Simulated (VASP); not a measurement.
# CoIrC4N4 (P-43m) in VASP: relaxation of cell and atoms with PBE

Aim: the relaxation of cell and atoms of CoIrC4N4 with PBE.

Program: VASP 6.6.1. These are calculated values, not measurements. Logs are shortened: lines on timing, memory, paths and dates and some standing lists are left out, and cuts for length are marked.

## (1) The cell of the first run

The structure is cubic, space group P-43m (No. 215). The conventional cell has a = 5.796 Å, b = 5.796 Å, c = 5.796 Å, α = 90.00°, β = 90.00°, γ = 90.00°. Co (site symmetry -43m) has 4 C at 1.87 Å within 2.5 Å. Ir (site symmetry -43m) has 4 N at 1.97 Å within 2.6 Å. C (site symmetry 3m) has 1 N at 1.18 Å within 1.6 Å. Within 1.6 Å of N (site symmetry 3m) lie 1 C at 1.18 Å.

## (2) Relaxation of cell and atoms, PBE, collinear spin, ferrimagnetic start

INCAR

```
ALGO = Normal
EDIFF = 1E-7
EDIFFG = -0.01
ENCUT = 600
GGA = PE
GGA_COMPAT = F
IBRION = 2
ISIF = 3
ISMEAR = 0
ISPIN = 2
KPAR = 4
LASPH = T
LCHARG = F
LMAXMIX = 4
LORBIT = 11
LREAL = F
LWAVE = F
MAGMOM = 1.59 -0.97 0 0 0 0 0 0 0 0
NELM = 200
NELMIN = 4
NSW = 100
PREC = Accurate
SIGMA = 0.02
```

KPOINTS

```
k-points
0
Gamma
  6 6 6
```

POSCAR

```
CoIrC4N4
1.0
    5.7958410372      0.0000000000      0.0000000000
    0.0000000000      5.7958410372      0.0000000000
    0.0000000000      0.0000000000      5.7958410372
Co Ir C N
1 1 4 4
Direct
    0.0000000000      0.0000000000      0.0000000000
    0.5000000000      0.5000000000      0.5000000000
    0.1861851859      0.1861851859      0.1861851859
    0.1861851859      0.8138148141      0.8138148141
    0.8138148141      0.1861851859      0.8138148141
    0.8138148141      0.8138148141      0.1861851859
    0.3041865122      0.3041865122      0.3041865122
    0.3041865122      0.6958134878      0.6958134878
    0.6958134878      0.3041865122      0.6958134878
    0.6958134878      0.6958134878      0.3041865122
```

Potentials or basis: VASP PAW PBE potentials, release 64 (Co, Ir, C, N).

The run is started by

```bash
cat potpaw_PBE.64/Co/POTCAR potpaw_PBE.64/Ir/POTCAR potpaw_PBE.64/C/POTCAR potpaw_PBE.64/N/POTCAR > POTCAR
mpirun -np 4 vasp_std > vasp.out
```

OUTCAR:

```text
EDIFF = 1E-7
   EDIFFG = -0.01
   ENCUT = 600
   GGA = PE
   IBRION = 2
   ISIF = 3
   ISMEAR = 0
   ISPIN = 2
   LASPH = T
   LORBIT = 11
   LREAL = F
   NELM = 200
   NELMIN = 4
   NSW = 100
   PREC = Accurate

 ion  position               nearest neighbor table
   1  0.000  0.000  0.000-   3 1.87   4 1.87   5 1.87   6 1.87
   2  0.500  0.500  0.500-   7 1.97   8 1.97   9 1.97  10 1.97
   3  0.186  0.186  0.186-   7 1.18   1 1.87
   4  0.186  0.814  0.814-   8 1.18   1 1.87
   5  0.814  0.186  0.814-   9 1.18   1 1.87
   6  0.814  0.814  0.186-  10 1.18   1 1.87
   7  0.304  0.304  0.304-   3 1.18   2 1.97
   8  0.304  0.696  0.696-   4 1.18   2 1.97
   9  0.696  0.304  0.696-   5 1.18   2 1.97
  10  0.696  0.696  0.304-   6 1.18   2 1.97

  LATTYP: Found a simple cubic cell.
 ALAT       =     5.7958410372

  Lattice vectors:

 A1 = (   5.7958410372,   0.0000000000,   0.0000000000)
 A2 = (   0.0000000000,   5.7958410372,   0.0000000000)
 A3 = (   0.0000000000,   0.0000000000,   5.7958410372)

Analysis of symmetry for initial positions (statically):
=====================================================================
 Subroutine PRICEL returns:
 Original cell was already a primitive cell.

 Routine SETGRP: Setting up the symmetry group for a
 simple cubic supercell.

 Subroutine GETGRP returns: Found 24 space group operations
 (whereof 24 operations were pure point group operations)
 out of a pool of 48 trial point group operations.

The static configuration has the point symmetry T_d .

Analysis of symmetry for dynamics (positions and initial velocities):
=====================================================================
 Subroutine PRICEL returns:
 Original cell was already a primitive cell.

 Routine SETGRP: Setting up the symmetry group for a
 simple cubic supercell.

 Subroutine GETGRP returns: Found 24 space group operations
 (whereof 24 operations were pure point group operations)
 out of a pool of 48 trial point group operations.

The dynamic configuration has the point symmetry T_d .

Analysis of structural, dynamic, and magnetic symmetry:
=====================================================================
 Subroutine PRICEL returns:
 Original cell was already a primitive cell.

 Routine SETGRP: Setting up the symmetry group for a
 simple cubic supercell.

[... 163 lines left out ...]
  ext. energy  EPLUGINS =         0.00000000
  ---------------------------------------------------
  free energy    TOTEN  =       -78.25360089 eV

  energy without entropy =      -78.25200925  energy(sigma->0) =      -78.25280507

------------------------ aborting loop because EDIFF is reached ----------------------------------------

  FORCE on cell =-STRESS in cart. coord.  units (eV):
  Direction    XX          YY          ZZ          XY          YZ          ZX
  --------------------------------------------------------------------------------------
  -------------------------------------------------------------------------------------
  Total       -2.1620327     -2.1620327     -2.1620327      0.0000000      0.0000000      0.0000000
  in kB      -17.7919456    -17.7919456    -17.7919456      0.0000000      0.0000000      0.0000000
  external PRESSURE =     -17.7919456 kB  Pullay stress =       0.0000000 kB
[... 77 lines left out ...]
--------------------------------------- Ionic step        3  -------------------------------------------

 number of electron      54.0000013 magnetization      -0.0081707

 E-fermi :  -0.2700     XC(G=0):  -7.5971

 val. band max:       -0.2760102313   @ k =   0.5000   0.3333   0.3333
 cond. band min:      -0.2624494326   @ k =   0.1667   0.1667   0.0000
 fundamental gap:      0.0135607987
 Fermi energy:        -0.2700484717

 spin component 1

 k-point     1 :       0.0000    0.0000    0.0000
  band No.  band energies     occupation
      1     -18.3656      1.00000
      2     -18.1877      1.00000
      3     -18.1877      1.00000
      4     -18.1877      1.00000
      5      -9.8360      1.00000
      6      -9.0913      1.00000
[... 1469 lines left out ...]
  FREE ENERGIE OF THE ION-ELECTRON SYSTEM (eV)
  ---------------------------------------------------
  free  energy   TOTEN  =       -78.3307680129 eV

  energy  without entropy=      -78.3290814421  energy(sigma->0) =      -78.32992473

[... ionic steps 4 to 7 ...]

--------------------------------------- Ionic step        8  -------------------------------------------

 number of electron      53.9999994 magnetization      -0.0000620

 number of electron      53.9999994 magnetization       0.0000875
[... 85 lines left out ...]
--------------------------------------- Ionic step       10  -------------------------------------------

 number of electron      53.9999994 magnetization       0.0003121

 Free energy of the ion-electron system (eV)
  ---------------------------------------------------
  ext. energy  EPLUGINS =         0.00000000
  ---------------------------------------------------
  free energy    TOTEN  =       -78.45045576 eV

  energy without entropy =      -78.44924033  energy(sigma->0) =      -78.44984805

 E-fermi :   0.0875     XC(G=0):  -7.8050

 val. band max:        0.0834482250   @ k =   0.5000   0.3333   0.3333
 cond. band min:       0.1101880553   @ k =   0.5000   0.3333   0.0000
 fundamental gap:      0.0267398303
 Fermi energy:         0.0875037701

 spin component 1

 k-point     1 :       0.0000    0.0000    0.0000
  band No.  band energies     occupation
      1     -18.2017      1.00000
      2     -17.9978      1.00000
      3     -17.9978      1.00000
      4     -17.9978      1.00000
      5      -9.7538      1.00000
      6      -9.0134      1.00000
[... 1469 lines left out ...]
  FREE ENERGIE OF THE ION-ELECTRON SYSTEM (eV)
  ---------------------------------------------------
  free  energy   TOTEN  =       -78.4504557607 eV

  energy  without entropy=      -78.4492403345  energy(sigma->0) =      -78.44984805

 reached required accuracy - stopping structural energy minimisation

 total charge

# of ion       s       p       d       tot
------------------------------------------
    1        0.569   0.891   7.368   8.828
    2        0.645   0.868   6.933   8.446
    3        0.954   1.571   0.000   2.525
    4        0.954   1.571   0.000   2.525
    5        0.954   1.571   0.000   2.525
    6        0.954   1.571   0.000   2.525
    7        1.276   2.588   0.000   3.864
    8        1.276   2.588   0.000   3.864
    9        1.276   2.588   0.000   3.864
   10        1.276   2.588   0.000   3.864
--------------------------------------------------
tot         10.132  18.395  14.301  42.828

 magnetization (x)

# of ion       s       p       d       tot
------------------------------------------
    1       -0.000  -0.000  -0.000  -0.000
    2        0.000   0.000   0.001   0.001
    3       -0.000   0.000   0.000   0.000
    4       -0.000   0.000   0.000   0.000
    5       -0.000   0.000   0.000   0.000
    6       -0.000   0.000   0.000   0.000
    7        0.000  -0.000   0.000   0.000
    8        0.000  -0.000   0.000   0.000
    9        0.000  -0.000   0.000   0.000
   10        0.000  -0.000   0.000   0.000
--------------------------------------------------
tot          0.000   0.000   0.000   0.000
```

Wall time 18 min (4 MPI ranks of AMD EPYC 7R13 (Zen 3), shared host); peak memory 0.61 GiB.

What came out:

* Free energy: -78.4505 eV
* Relaxed volume: 18.40 Å³/atom
* Relaxed cell: a = 5.688 Å, b = 5.688 Å, c = 5.688 Å, α = 90.00°, β = 90.00°, γ = 90.00°
* Space group after relaxing (to 0.1 Å): P-43m (No. 215)
* Energy gained by relaxing: 19.7 meV/atom
* Ionic steps: 10
* Pressure after relaxing: -0.1 GPa
* Band gap on the k mesh: zero (filled and empty bands overlap)
* Net moment: 0.00 μB per cell
* Valence electrons inside the program's atomic spheres: Co 8.83; Ir 8.45; C 2.52; N 3.86

The path:
```csv
step,energy change (eV),largest force (eV/Å),pressure (GPa),volume (Å³)
1,0.0000,1.7208,-1.78,194.69
2,1.9352,7.3890,-9.38,188.66
3,-0.0772,0.3164,-3.70,193.77
4,-0.1892,0.1884,0.76,182.18
5,-0.1927,0.1960,0.03,183.83
6,-0.1946,0.3351,0.33,183.85
7,-0.1952,0.2563,0.23,183.84
8,-0.1967,0.0747,0.00,183.95
9,-0.1969,0.0057,-0.09,183.99
10,-0.1969,0.0012,-0.07,184.00
```

Final structure:
```
Co Ir C N
1.0
     5.68770    0.00000    0.00000
     0.00000    5.68770    0.00000
     0.00000    0.00000    5.68770
Co Ir C N
1 1 4 4
Cartesian
  0.0000 0.0000 0.0000
  2.8439 2.8439 2.8439
  1.0414 1.0414 1.0414
  1.0414 4.6463 4.6463
  4.6463 1.0414 4.6463
  4.6463 4.6463 1.0414
  1.7339 1.7339 1.7339
  1.7339 3.9538 3.9538
  3.9538 1.7339 3.9538
  3.9538 3.9538 1.7339
```

Caveat: spin-orbit coupling is left out, which moves the levels of the heavy elements. With open d or f shells a metallic result of PBE can be an artefact of self-interaction; +U or a hybrid may open a gap.
